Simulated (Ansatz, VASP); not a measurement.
## Two plane-wave programs on Si2Ni

The input INCAR:

```
SYSTEM = Si2Ni
  PREC = Accurate
  ENCUT = 600
  EDIFF = 1E-6
  ISMEAR = -1
  SIGMA = 0.05
  LREAL = .False.
  LASPH = .True.
  NELM = 150
  ALGO = Normal
  ISIF = 3
  LWAVE = .False.
  LCHARG = .False.
  ISPIN = 2
  MAGMOM = 1 0 0
  LORBIT = 11
  LMAXMIX = 4
  GGA = PE
  IBRION = 2
  NSW = 60
  EDIFFG = -0.01
```

The input KPOINTS:

```
regular mesh
0
Gamma
  9 9 9
  0 0 0
```

POSCAR

```
Si2Ni
1.0
    0.0000000000      2.7030000000      2.7030000000
    2.7030000000      0.0000000000      2.7030000000
    2.7030000000      2.7030000000      0.0000000000
Ni Si
1 2
Direct
    0.0000000000      0.0000000000      0.0000000000
    0.7500000000      0.7500000000      0.7500000000
    0.2500000000      0.2500000000      0.2500000000
```

The input input.yaml:

```yaml
crystal:
  lattice:
    - [0.0, 2.703, 2.703]
    - [2.703, 0.0, 2.703]
    - [2.703, 2.703, 0.0]
  atoms:
    - { symbol: Ni, position: [0.0, 0.0, 0.0], spin: 1.0 }
    - { symbol: Si, position: [0.75, 0.75, 0.75] }
    - { symbol: Si, position: [0.25, 0.25, 0.25] }
hamiltonian:
  xc: pbe
  pseudopotentials: { kind: paw }
magnetization:
  spin_polarized: true
kpoints:
  mp_grid: { grid: [9, 9, 9] }
scf:
  occupations: { method: fermi_dirac, width: 0.05 }
output:
  forces: true
  stress: true
relax:
  f_tol: 0.01
  max_steps: 40
  cell: { stress_tol: 0.05 }
```

Alike in both runs: task relaxation of cell and atoms; functional PBE; k mesh 9 × 9 × 9; occupations fermi-dirac, width 0.05 eV; collinear spin.

```csv
,VASP,Ansatz
version,VASP 6.6.1,Ansatz 0.2.0
potentials or method,"VASP PAW PBE potentials, release 64 (Ni, Si)",Ansatz PAW
plane-wave cutoff (eV),600,420
valence electrons in the cell,18,26
```

```csv
,VASP,Ansatz,Ansatz less VASP
net moment per atom (μB),0.00,0.00,0.000
relaxed volume (Å³/atom),13.50,13.50,0.000
relaxed cell length with the largest relative difference (Å),3.855,3.855,0.0000
```

VASP's potentials hold 18 valence electrons a cell and Ansatz's 26, so a difference there can come from the potentials and not from the codes.

Noted on Ansatz's run: the plane-wave basis is chosen anew once the cell has moved, so the energies of steps on either side of that aren't comparable.
